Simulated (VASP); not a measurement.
Write the native input for VASP 6.6.1 that does the following.

- Task: relaxation of cell and atoms
- Functional: PBE
- Potentials or basis: VASP PAW PBE potentials, release 64 (Cs_sv, Cl)
- Cutoff: 500 eV
- k mesh: 6 × 6 × 6
- Occupations: gaussian, width 0.01 eV
- Spin: no spin polarisation
- Target pressure: 1 GPa
- Dipole correction: no
- Further INCAR settings: ALGO = Normal; EDIFF = 1e-07; IBRION = 2; EDIFFG = -0.001; NSW = 80; ISIF = 3

The structure of CsCl lies in POSCAR:

```
CsCl
1.0
    4.2056484485      0.0000000000      0.0000000000
    0.0000000000      4.2056484485      0.0000000000
    0.0000000000      0.0000000000      4.2056484485
Cs Cl
1 1
Direct
    0.0000000000      0.0000000000      0.0000000000
    0.5000000000      0.5000000000      0.5000000000
```

One way to write it, as run:

INCAR

```
SYSTEM = CsCl
  ALGO = Normal
  EDIFF = 1E-7
  EDIFFG = -0.001
  ENCUT = 500
  GGA = PE
  GGA_COMPAT = .FALSE.
  IBRION = 2
  ISIF = 3
  ISMEAR = 0
  LASPH = .TRUE.
  LCHARG = .FALSE.
  LREAL = .FALSE.
  LWAVE = .FALSE.
  NELM = 120
  NELMIN = 4
  NSW = 80
  PREC = Accurate
  PSTRESS = 10.0
  SIGMA = 0.01
```

KPOINTS

```
k-points
0
G
  6 6 6
  0 0 0
```

Potentials or basis: VASP PAW PBE potentials, release 64 (Cs_sv, Cl).

Run with:

```console
$ cat potpaw_PBE.64/Cs_sv/POTCAR potpaw_PBE.64/Cl/POTCAR > POTCAR
$ mpirun -np 1 vasp_std > vasp.out
```

Results of the run:

The relaxed volume is 35.10 Å³/atom. The relaxed cell is a = 4.125 Å, b = 4.125 Å, c = 4.125 Å, α = 90.00°, β = 90.00°, γ = 90.00° and the space group after relaxing (to 0.1 Å) is Pm-3m (No. 221). The energy change on relaxing (the run minimises the enthalpy) is +6.3 meV/atom and the ionic steps are 4. The pressure after relaxing is 1.0 GPa and the band gap on the k mesh is 5.25 eV.

Caveat: the cell is relaxed towards a set pressure, so the run minimises the enthalpy, not the energy; spin-orbit coupling is left out, which moves the levels of the heavy elements.

Run time: 33 s on 1 thread of Intel Xeon 6455B (shared host), peak memory 0.19 GiB.
